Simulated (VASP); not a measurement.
# Sb (P6_3/mmc) in VASP: a series of runs

The runs below take Sb through single point, relaxation of cell and atoms, with LDA.

All numbers are computed with VASP 6.6.1; they aren't measurements. Logs are shortened: lines on timing, memory, paths and dates and some standing lists are left out, and cuts for length are marked.

## Step 1: The cell of the first run

Symmetry: P6_3/mmc, No. 194, hexagonal system. The conventional cell has a = 3.423 Å, b = 3.423 Å, c = 5.659 Å, α = 90.00°, β = 90.00°, γ = 120.00°. Sb (site symmetry -6m2) has 12 Sb at 3.42 to 3.45 Å within 4.5 Å.

## Step 2: Single point, LDA (volume scaled by 1.12)

The input, INCAR:

```
ALGO = Normal ; EDIFF = 1E-6
ENCUT = 520 ; GGA = CA
ISIF = 2 ; ISMEAR = -1
LASPH = T ; LCHARG = F
LREAL = F ; LWAVE = F
NBANDS = 12 ; NELM = 80
PREC = Accurate ; SIGMA = 0.1
```

The input, KPOINTS:

```
k-points
0
Gamma
  12 12 7
```

The input, POSCAR:

```
Sb
1.0
    3.4226213591      0.0000000000      0.0000000000
   -1.7113106796      2.9640770446      0.0000000000
    0.0000000000      0.0000000000      5.6586981723
Sb
2
Direct
    0.3333333333      0.6666666667      0.2500000000
    0.6666666667      0.3333333333      0.7500000000
```

Potentials or basis: VASP PAW LDA potentials, release 64 (Sb).

Run with:

```bash
$ cat potpaw_LDA.64/Sb/POTCAR > POTCAR
$ mpirun -np 1 vasp_std > vasp.out
```

OUTCAR:

```text
EDIFF = 1E-6
   ENCUT = 520
   GGA = CA
   ISIF = 2
   ISMEAR = -1
   LASPH = T
   LREAL = F
   NELM = 80
   PREC = Accurate

 ion  position               nearest neighbor table
   1  0.333  0.667  0.250-   2 3.45   2 3.45   2 3.45   2 3.45   2 3.45   2 3.45
   2  0.667  0.333  0.750-   1 3.45   1 3.45   1 3.45   1 3.45   1 3.45   1 3.45

  LATTYP: Found a hexagonal cell.
 ALAT       =     3.4226213591
 C/A-ratio  =     1.6533228712

  Lattice vectors:

 A1 = (   3.4226213591,   0.0000000000,   0.0000000000)
 A2 = (  -1.7113106796,   2.9640770446,   0.0000000000)
 A3 = (   0.0000000000,   0.0000000000,   5.6586981723)

Analysis of symmetry for initial positions (statically):
=====================================================================
 Subroutine PRICEL returns:
 Original cell was already a primitive cell.

 Routine SETGRP: Setting up the symmetry group for a
 hexagonal supercell.

 Subroutine GETGRP returns: Found 24 space group operations
 (whereof 12 operations were pure point group operations)
 out of a pool of 24 trial point group operations.

The static configuration has the point symmetry D_3d.
 The point group associated with its full space group is D_6h.

Analysis of symmetry for dynamics (positions and initial velocities):
=====================================================================
 Subroutine PRICEL returns:
 Original cell was already a primitive cell.

 Routine SETGRP: Setting up the symmetry group for a
 hexagonal supercell.

 Subroutine GETGRP returns: Found 24 space group operations
 (whereof 12 operations were pure point group operations)
 out of a pool of 24 trial point group operations.

The dynamic configuration has the point symmetry D_3d.
 The point group associated with its full space group is D_6h.

 Subroutine INISYM returns: Found 24 space group operations
 (whereof 12 operations are pure point group operations),
 and found     1 'primitive' translations

----------------------------------------------------------------------------------------

                                     Primitive cell

  volume of cell :      57.4070

  direct lattice vectors                    reciprocal lattice vectors
     3.422621359  0.000000000  0.000000000     0.292173716  0.168686573  0.000000000
    -1.711310680  2.964077045  0.000000000     0.000000000  0.337373147  0.000000000
     0.000000000  0.000000000  5.658698172     0.000000000  0.000000000  0.176719091

  length of vectors
     3.422621359  3.422621359  5.658698172     0.337373147  0.337373147  0.176719091

  position of ions in fractional coordinates (direct lattice)
     0.333333333  0.666666667  0.250000000
     0.666666667  0.333333333  0.750000000

  ion indices of the primitive-cell ions
   primitive index   ion index
                 1           1
                 2           2

----------------------------------------------------------------------------------------

 KPOINTS: k-points

Automatic generation of k-mesh.
 Grid dimensions read from file:
 generate k-points for:   12   12    7

 Generating k-lattice:

  Cartesian coordinates                     Fractional coordinates (reciprocal lattice)
     0.024347810  0.014057214  0.000000000     0.083333333  0.000000000  0.000000000
     0.000000000  0.028114429  0.000000000     0.000000000  0.083333333  0.000000000
     0.000000000  0.000000000  0.025245584     0.000000000  0.000000000  0.142857143

  Length of vectors
     0.028114429  0.028114429  0.025245584

  Shift w.r.t. Gamma in fractional coordinates (k-lattice)
     0.000000000  0.000000000  0.000000000

 Subroutine IBZKPT returns following result:
 ===========================================

 Found     76 irreducible k-points:

 Following reciprocal coordinates:
            Coordinates               Weight
  0.000000  0.000000  0.000000      1.000000
  0.083333  0.000000  0.000000      6.000000
  0.166667 -0.000000  0.000000      6.000000
  0.250000 -0.000000  0.000000      6.000000
  0.333333 -0.000000  0.000000      6.000000
  0.416667  0.000000  0.000000      6.000000
[... 16 lines left out ...]
  0.250000 -0.000000  0.142857     12.000000
  0.333333 -0.000000  0.142857     12.000000
 [... further k-points ...]
   k-points           NKPTS =     76   k-points in BZ     NKDIM =     76   number of bands    NBANDS=     12
   number of dos      NEDOS =    301   number of ions     NIONS =      2
   total plane-waves  NPLWV =  32928
   dimension x,y,z NGX =    28 NGY =   28 NGZ =   42
   dimension x,y,z NGXF=    56 NGYF=   56 NGZF=   84
   ions per type =               2
   NGX,Y,Z   is equivalent  to a cutoff of  13.60, 13.60, 12.34 a.u.
   NGXF,Y,Z  is equivalent  to a cutoff of  27.20, 27.20, 24.68 a.u.
 SYSTEM =  unknown system
   PREC   = accura    normal or accurate (medium, high low for compatibility)
   ISTART =      0    job   : 0-new  1-cont  2-samecut
   ICHARG =      2    charge: 1-file 2-atom 10-const
   ISPIN  =      1    spin polarized calculation?
   LNONCOLLINEAR =      F non collinear calculations
   LSORBIT =      F    spin-orbit coupling
   LASPH  =      T    aspherical Exc in radial PAW
   ENCUT  =  520.0 eV  38.22 Ry    6.18 a.u.   6.36  6.36 10.52*2*pi/ulx,y,z
   NELM   =     80;   NELMIN=  2; NELMDL= -5     # of ELM steps
   EDIFF  = 0.1E-05   stopping-criterion for ELM
   LREAL  =      F    real-space projection
   EDIFFG = 0.1E-04   stopping-criterion for IOM
   NSW    =      0    number of steps for IOM
   IBRION =     -1    ionic relax: 0-MD 1-quasi-New 2-CG
   NFREE  =      0    steps in history (QN), initial steepest desc. (CG)
   ISIF   =      2    stress and relaxation
   ISYM   =      2    0-nonsym 1-usesym 2-fastsym
   POTIM  = 0.5000    time-step for ionic-motion
   TEBEG  =    0.0;   TEEND  =   0.0 temperature during run
   PSTRESS=    0.0 pullay stress
   NELECT =      10.0000    total number of electrons
   NUPDOWN=      -1.0000    fix difference up-down
   EMIN   =  10.00;   EMAX   =-10.00  energy-range for DOS
   EFERMI =   0.00;   METHOD = LEGACY
   ISMEAR =    -1;   SIGMA  =   0.10  broadening in eV -4-tet -1-fermi 0-gaus
   EFERMI_NEDOS =   21; number of points for ismear=-14 and -15
   IALGO  =     38    algorithm
   IMIX   =      4    mixing-type and parameters
     AMIX     =   0.40;   BMIX     =  1.00
     AMIX_MAG =   1.60;   BMIX_MAG =  1.00
  volume/ion in A,a.u.               =      28.70       193.70
  Fermi-wavevector in a.u.,A,eV,Ry     =   0.914295  1.727768 11.373601  0.835936
  Thomas-Fermi vector in A             =   2.038906
   LORBIT       =      0    0 simple, 1 ext, 2 COOP (PROOUT), +10 PAW based schemes
   GGA     = CA    functional components
   LHFCALC =     F    Hartree Fock is set to
   AEXX    =    0.0000 exact exchange contribution
   IVDW    =     0    specifies the selected vdW correction
   LEPSILON=     F    determine dielectric tensor
   LRPA    =     F    only Hartree local field effects (RPA)
 non-spin polarized calculation
  energy-cutoff  :      520.00
  volume of cell :       57.41
 maximum number of plane-waves:      1574
 NGX is ok and might be reduce to    28
   NGX = 13   NGY = 13   NGZ = 21

 number of electron      10.0000000 magnetization

 Free energy of the ion-electron system (eV)
  ---------------------------------------------------
  ext. energy  EPLUGINS =         0.00000000
  ---------------------------------------------------
  free energy    TOTEN  =        -9.03957329 eV

  energy without entropy =       -8.99050641  energy(sigma->0) =       -9.01503985

 E-fermi :   7.5882     XC(G=0): -10.0999

 val. band max:        7.5747624761   @ k =   0.0000   0.0000   0.4286
 cond. band min:       7.5913814788   @ k =   0.4167   0.1667   0.0000
 fundamental gap:      0.0166190028
 Fermi energy:         7.5882313987

 k-point     1 :       0.0000    0.0000    0.0000
  band No.  band energies     occupation
      1      -4.8739      2.00000
      2      -1.6037      2.00000
      3       2.1761      2.00000
      4      10.9348      0.00000
      5      10.9348      0.00000
      6      12.2620      0.00000
      7      12.3542      0.00000
      8      12.3542      0.00000
      9      15.1099      0.00000
     10      16.4066      0.00000
     11      17.1597      0.00000
     12      17.1597      0.00000

 k-point     2 :       0.0833    0.0000    0.0000
  band No.  band energies     occupation
      1      -4.7586      2.00000
      2      -1.5041      2.00000
      3       2.2971      2.00000
      4       9.8423      0.00000
      5      10.5347      0.00000
      6      11.7165      0.00000
      7      12.1705      0.00000
      8      12.3947      0.00000
      9      15.4397      0.00000
     10      16.1912      0.00000
     11      17.2588      0.00000
     12      17.2851      0.00000

 k-point     3 :       0.1667   -0.0000    0.0000
  band No.  band energies     occupation
      1      -4.4147      2.00000
      2      -1.2139      2.00000
      3       2.6571      2.00000
      4       7.8719      0.11078
      5       9.7840      0.00000
      6      10.2412      0.00000
      7      11.7775      0.00000
      8      12.1803      0.00000
      9      14.3232      0.00000
     10      16.3472      0.00000
     11      16.9871      0.00000
     12      17.4558      0.00000
[... 286 lines left out ...]
 k-point    23 :       0.2500   -0.0000    0.1429
  band No.  band energies     occupation
      1      -3.7596      2.00000
      2      -1.0891      2.00000
      3       3.6964      2.00000
      4       6.0427      2.00000
      5       8.1668      0.00612
      6       9.1506      0.00000
      7      10.8367      0.00000
      8      11.5077      0.00000
      9      13.4296      0.00000
     10      14.9882      0.00000
     11      15.9634      0.00000
     12      17.5748      0.00000

 k-point    24 :       0.3333   -0.0000    0.1429
  band No.  band energies     occupation
      1      -2.9997      2.00000
      2      -0.5487      2.00000
      3       3.8564      2.00000
      4       4.9575      2.00000
      5       6.4347      1.99998
      6       8.5863      0.00009
      7       9.8791      0.00000
      8      11.0412      0.00000
      9      12.7811      0.00000
     10      14.4262      0.00000
     11      15.8494      0.00000
     12      17.1788      0.00000

 [... further k-points ...]
[... 5 lines left out ...]
  --------------------------------------------------------------------------------------
  -------------------------------------------------------------------------------------
  Total       -2.1862159     -2.1862159     -2.0739037      0.0000000     -0.0000000      0.0000000
  in kB      -61.0153014    -61.0153014    -57.8807685      0.0000000     -0.0000000      0.0000000
  external PRESSURE =     -59.9704571 kB  Pullay stress =       0.0000000 kB

 VOLUME and BASIS-vectors are now :
 -----------------------------------------------------------------------------
  energy-cutoff  :      520.00
  volume of cell :       57.41
      direct lattice vectors                 reciprocal lattice vectors
     3.422621359  0.000000000  0.000000000     0.292173716  0.168686573  0.000000000
    -1.711310680  2.964077045  0.000000000     0.000000000  0.337373147  0.000000000
     0.000000000  0.000000000  5.658698172     0.000000000  0.000000000  0.176719091

 POSITION                                       TOTAL-FORCE (eV/Angst)
 -----------------------------------------------------------------------------------
     -0.00000      1.97605      1.41467         0.000000     -0.000000      0.000000
      1.71131      0.98803      4.24402        -0.000000      0.000000      0.000000
 -----------------------------------------------------------------------------------
    total drift:                               -0.000000      0.000000      0.000000

  FREE ENERGIE OF THE ION-ELECTRON SYSTEM (eV)
  ---------------------------------------------------
  free  energy   TOTEN  =        -9.0395732935 eV

  energy  without entropy=       -8.9905064071  energy(sigma->0) =       -9.01503985
```

Run time: 13 s. Hardware: 1 thread of Intel Xeon 6975P-C (Granite Rapids), shared host; peak memory 0.17 GiB.

What came out:

| Item | Value |
| --- | --- |
| Free energy | -9.0396 eV |
| Pressure | -6.0 GPa |
| Band gap on the k mesh | zero (band 5 reaches 11.47 eV, above the bottom of band 6 at 4.94 eV) |

Stress tensor (GPa, compression positive):
```
-6.10  0.00  0.00
 0.00 -6.10  0.00
 0.00  0.00 -5.79
```

Levels at points of the mesh, in eV from the Fermi level:
```
           k point  band 2  band 3  band 4  band 5  band 6  band 7  band 8  band 9
(0.00, 0.00, 0.00)   -9.19   -5.41    3.35    3.35    4.67    4.77    4.77    7.52
(0.50, 0.00, 0.00)   -8.00   -4.25   -3.00   -2.07   -0.02    0.43    3.26    4.56
```

Caveat: spin-orbit coupling is left out, which moves the levels of the heavy elements.

(Continued in part 2 of 2.)
